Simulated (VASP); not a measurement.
# Cu (Fm-3m) in VASP: further runs, part 3 of 3

VASP 6.6.1. The steps go on from the part before.

### 6 Electric field gradients, r2SCAN

The input, POSCAR:

```
Cu
1.0
    0.0000000000      3.6150000000      3.6150000000
    3.6150000000      0.0000000000      3.6150000000
    3.6150000000      3.6150000000      0.0000000000
Cu
8
Direct
    0.0000000000      0.0000000000      0.0000000000
    0.0000000000      0.0000000000      0.5000000000
    0.0000000000      0.5000000000      0.0000000000
    0.0000000000      0.5000000000      0.5000000000
    0.5000000000      0.0000000000      0.0000000000
    0.5000000000      0.0000000000      0.5000000000
    0.5000000000      0.5000000000      0.0000000000
    0.5000000000      0.5000000000      0.5000000000
```

The input, INCAR.step1:

```
SYSTEM = Cu
PREC = Accurate
ENCUT = 520
ISMEAR = -1
SIGMA = 0.05
LREAL = .FALSE.
LASPH = .TRUE.
NELM = 100
NBANDS = 54
GGA = PE
ALGO = Normal
EDIFF = 1E-4
LWAVE = .TRUE.
LCHARG = .FALSE.
```

The input, INCAR.step2:

```
SYSTEM = Cu
PREC = Accurate
ENCUT = 520
EDIFF = 1E-8
ISMEAR = -1
SIGMA = 0.05
LREAL = .FALSE.
LASPH = .TRUE.
NELM = 100
ALGO = Normal
ISIF = 2
LWAVE = .FALSE.
LCHARG = .FALSE.
METAGGA = R2SCAN
LMIXTAU = .TRUE.
LEFG = .TRUE.
NBANDS = 54
ISTART = 1
```

The input, KPOINTS:

```
regular mesh
0
G
  8 8 8
  0 0 0
```

Potentials or basis: VASP PAW PBE potentials, release 64 (Cu).

Run with:

```
cat potpaw_PBE.64/Cu/POTCAR > POTCAR
cp INCAR.step1 INCAR
mpirun -np 1 vasp_std > vasp.out
cp INCAR.step2 INCAR
mpirun -np 1 vasp_std > vasp.out
```

OUTCAR:

```text
SYSTEM = Cu
   PREC = Accurate
   ENCUT = 520
   EDIFF = 1E-8
   ISMEAR = -1
   LREAL = .FALSE.
   LASPH = .TRUE.
   NELM = 100
   ISIF = 2
   METAGGA = R2SCAN
   ISTART = 1

 ion  position               nearest neighbor table
   1  0.000  0.000  0.000-   2 2.56   3 2.56   5 2.56   2 2.56   4 2.56   6 2.56   3 2.56   4 2.56
                             7 2.56   5 2.56   6 2.56   7 2.56
   2  0.000  0.000  0.500-   1 2.56   4 2.56   6 2.56   1 2.56   3 2.56   5 2.56   3 2.56   4 2.56
                             8 2.56   5 2.56   6 2.56   8 2.56
   3  0.000  0.500  0.000-   1 2.56   4 2.56   7 2.56   2 2.56   4 2.56   8 2.56   1 2.56   2 2.56
                             5 2.56   5 2.56   7 2.56   8 2.56
   4  0.000  0.500  0.500-   2 2.56   3 2.56   8 2.56   1 2.56   3 2.56   7 2.56   1 2.56   2 2.56
                             6 2.56   6 2.56   7 2.56   8 2.56
   5  0.500  0.000  0.000-   1 2.56   6 2.56   7 2.56   2 2.56   6 2.56   8 2.56   3 2.56   7 2.56
                             8 2.56   1 2.56   2 2.56   3 2.56
   6  0.500  0.000  0.500-   2 2.56   5 2.56   8 2.56   1 2.56   5 2.56   7 2.56   4 2.56   7 2.56
                             8 2.56   1 2.56   2 2.56   4 2.56
   7  0.500  0.500  0.000-   3 2.56   5 2.56   8 2.56   4 2.56   6 2.56   8 2.56   1 2.56   5 2.56
                             6 2.56   1 2.56   3 2.56   4 2.56
   8  0.500  0.500  0.500-   4 2.56   6 2.56   7 2.56   3 2.56   5 2.56   7 2.56   2 2.56   5 2.56
                             6 2.56   2 2.56   3 2.56   4 2.56
[... 6 lines left out ...]
 A1 = (   0.0000000000,   3.6150000000,   3.6150000000)
 A2 = (   3.6150000000,   0.0000000000,   3.6150000000)
 A3 = (   3.6150000000,   3.6150000000,   0.0000000000)

Analysis of symmetry for initial positions (statically):
=====================================================================
 Subroutine PRICEL returns following result:

  LATTYP: Found a face centered cubic cell.
 ALAT       =     3.6150000000

  Lattice vectors:

 A1 = (   0.0000000000,   1.8075000000,   1.8075000000)
 A2 = (   1.8075000000,   0.0000000000,   1.8075000000)
 A3 = (   1.8075000000,   1.8075000000,   0.0000000000)

   8 primitive cells build up your supercell.

 Routine SETGRP: Setting up the symmetry group for a
 face centered cubic supercell.

 Subroutine GETGRP returns: Found 48 space group operations
 (whereof 48 operations were pure point group operations)
 out of a pool of 48 trial point group operations.

The static configuration has the point symmetry O_h .

Analysis of symmetry for dynamics (positions and initial velocities):
=====================================================================
 Subroutine PRICEL returns following result:

  LATTYP: Found a face centered cubic cell.
 ALAT       =     3.6150000000

  Lattice vectors:

 A1 = (   0.0000000000,   1.8075000000,   1.8075000000)
 A2 = (   1.8075000000,   0.0000000000,   1.8075000000)
 A3 = (   1.8075000000,   1.8075000000,   0.0000000000)

   8 primitive cells build up your supercell.

 Routine SETGRP: Setting up the symmetry group for a
 face centered cubic supercell.

 Subroutine GETGRP returns: Found 48 space group operations
 (whereof 48 operations were pure point group operations)
 out of a pool of 48 trial point group operations.

The dynamic configuration has the point symmetry O_h .
[... 134 lines left out ...]

 number of electron      88.0000012 magnetization

 Free energy of the ion-electron system (eV)
  ---------------------------------------------------
  ext. energy  EPLUGINS =         0.00000000
  ---------------------------------------------------
  free energy    TOTEN  =       -86.59175139 eV

  energy without entropy =      -86.57184248  energy(sigma->0) =      -86.58179693

 E-fermi :   7.3575     XC(G=0): -13.7429

 val. band max:        7.3430835894   @ k =   0.3750   0.1250   0.0000
 cond. band min:       7.4073207027   @ k =  -0.3750   0.2500   0.0000
 fundamental gap:      0.0642371132
 Fermi energy:         7.3574982874

 k-point     1 :       0.0000    0.0000    0.0000
  band No.  band energies     occupation
      1      -2.2689      2.00000
      2       2.1668      2.00000
      3       2.1669      2.00000
      4       2.1669      2.00000
      5       2.1669      2.00000
      6       2.3426      2.00000
[... 1357 lines left out ...]
     53      17.6738      0.00000
     54      17.6739      0.00000

 [... further k-points ...]

------------------------ aborting loop because EDIFF is reached ----------------------------------------

  FORCE on cell =-STRESS in cart. coord.  units (eV):
  Direction    XX          YY          ZZ          XY          YZ          ZX
  --------------------------------------------------------------------------------------
  -------------------------------------------------------------------------------------
  Total       -2.3995605     -2.3995605     -2.3995605     -0.0000000     -0.0000000      0.0000000
  in kB      -40.6899710    -40.6899710    -40.6899710     -0.0000000     -0.0000000      0.0000000
  external PRESSURE =     -40.6899710 kB  Pullay stress =       0.0000000 kB

 VOLUME and BASIS-vectors are now :
 -----------------------------------------------------------------------------
  energy-cutoff  :      520.00
  volume of cell :       94.48
      direct lattice vectors                 reciprocal lattice vectors
     0.000000000  3.615000000  3.615000000    -0.138312586  0.138312586  0.138312586
     3.615000000  0.000000000  3.615000000     0.138312586 -0.138312586  0.138312586
     3.615000000  3.615000000  0.000000000     0.138312586  0.138312586 -0.138312586

 POSITION                                       TOTAL-FORCE (eV/Angst)
 -----------------------------------------------------------------------------------
      0.00000      0.00000      0.00000        -0.000000     -0.000000     -0.000000
      1.80750      1.80750      0.00000        -0.000000     -0.000000      0.000000
      1.80750      0.00000      1.80750         0.000000     -0.000000      0.000000
      3.61500      1.80750      1.80750        -0.000000     -0.000000      0.000000
      0.00000      1.80750      1.80750        -0.000000     -0.000000      0.000000
      1.80750      3.61500      1.80750         0.000000      0.000000     -0.000000
      1.80750      1.80750      3.61500        -0.000000      0.000000     -0.000000
      3.61500      3.61500      3.61500         0.000000      0.000000     -0.000000
 -----------------------------------------------------------------------------------
    total drift:                                0.000000     -0.000000      0.000000

  FREE ENERGIE OF THE ION-ELECTRON SYSTEM (eV)
  ---------------------------------------------------
  free  energy   TOTEN  =       -86.5917513887 eV

  energy  without entropy=      -86.5718424778  energy(sigma->0) =      -86.58179693

 Electric field gradients (V/A^2)
---------------------------------------------------------------------
 ion       V_xx      V_yy      V_zz      V_xy      V_xz      V_yz
---------------------------------------------------------------------
   1      -0.000    -0.000    -0.000     0.003     0.003     0.003
   2      -0.000    -0.000    -0.000     0.003     0.003     0.003
   3      -0.000    -0.000    -0.000     0.003     0.003     0.003
   4      -0.000    -0.000    -0.000     0.003     0.003     0.003
   5      -0.000    -0.000    -0.000     0.003     0.003     0.003
   6      -0.000    -0.000    -0.000     0.003     0.003     0.003
   7      -0.000    -0.000    -0.000     0.003     0.003     0.003
   8      -0.000    -0.000    -0.000     0.003     0.003     0.003
---------------------------------------------------------------------

 Electric field gradients after diagonalization (V/A^2)
 (convention: |V_zz| > |V_xx| > |V_yy|)
----------------------------------------------------------------------
 ion       V_xx      V_yy      V_zz     asymmetry (V_yy - V_xx)/ V_zz
----------------------------------------------------------------------
   1      -0.003    -0.003     0.005       0.000
   2      -0.003    -0.003     0.005       0.000
   3      -0.003    -0.003     0.005       0.000
   4      -0.003    -0.003     0.005       0.000
   5      -0.003    -0.003     0.005       0.000
   6      -0.003    -0.003     0.005       0.000
   7      -0.003    -0.003     0.005       0.000
   8      -0.003    -0.003     0.005       0.000
----------------------------------------------------------------------

           NMR quadrupolar parameters

 Cq : quadrupolar parameter    Cq=e*Q*V_zz/h
 eta: asymmetry parameters     (V_yy - V_xx)/ V_zz
 Q  : nuclear electric quadrupole moment in mb (millibarn)
----------------------------------------------------------------------
 ion       Cq(MHz)       eta       Q (mb)
----------------------------------------------------------------------
   1       0.000       0.000       1.000
   2       0.000       0.000       1.000
   3       0.000       0.000       1.000
   4       0.000       0.000       1.000
   5       0.000       0.000       1.000
   6       0.000       0.000       1.000
   7       0.000       0.000       1.000
   8       0.000       0.000       1.000
----------------------------------------------------------------------
```

It took 11 min on 1 thread of Intel Xeon 8259CL, shared host; peak memory 0.31 GiB.

What came out:

```
Free energy                             : -86.5918 eV
Pressure                                : -4.1 GPa
Band gap on the k mesh                  : zero (bands 44 and 45 overlap by 2.02 eV)
Largest electric field gradient by atom : zero within the noise of the run
```

Levels at points of the mesh, in eV from the Fermi level:
```tsv
k point	band 42	band 43	band 44	band 45	band 46	band 47
(0.00, 0.00, 0.00)	-1.00	-1.00	-1.00	-1.00	1.63	1.63
(0.50, 0.00, 0.00)	-1.65	1.02	1.02	1.02	1.02	1.02
(0.50, 0.50, 0.00)	-1.53	-0.29	-0.29	-0.29	-0.29	6.51
```

Caveat: the cell stands under tension; the PAW data sets were made with another functional, which shifts forces and pressure a little.

### 7 Overview

```tsv
level	potentials or basis	k mesh	gap on the mesh (eV)	pressure (GPa)
PBEsol	VASP PAW PBE potentials, release 64 (Cu)	3 × 3 × 3	none	-4.7
PBEsol	VASP PAW PBE potentials, release 64 (Cu)	4 × 4 × 4	none	-5.0
PBEsol	VASP PAW PBE potentials, release 64 (Cu)	8 × 8 × 8	none	-5.7
LDA	VASP PAW LDA potentials, release 64 (Cu)	8 × 8 × 8	none	-11.7
r2SCAN	VASP PAW PBE potentials, release 64 (Cu)	8 × 8 × 8	none	-4.1
```

Alike in all rows: task electric field gradients; no spin polarisation; cell as given; cutoff (eV) 520; smearing fermi-dirac 0.05 eV.

Caveats: some runs use coarse meshes; the PAW data sets were made with another functional, which shifts forces and pressure a little (at least some runs); the cell stands under tension (at least some runs).

Total energies depend on the potentials used, so only differences within one code and one set of settings carry meaning.
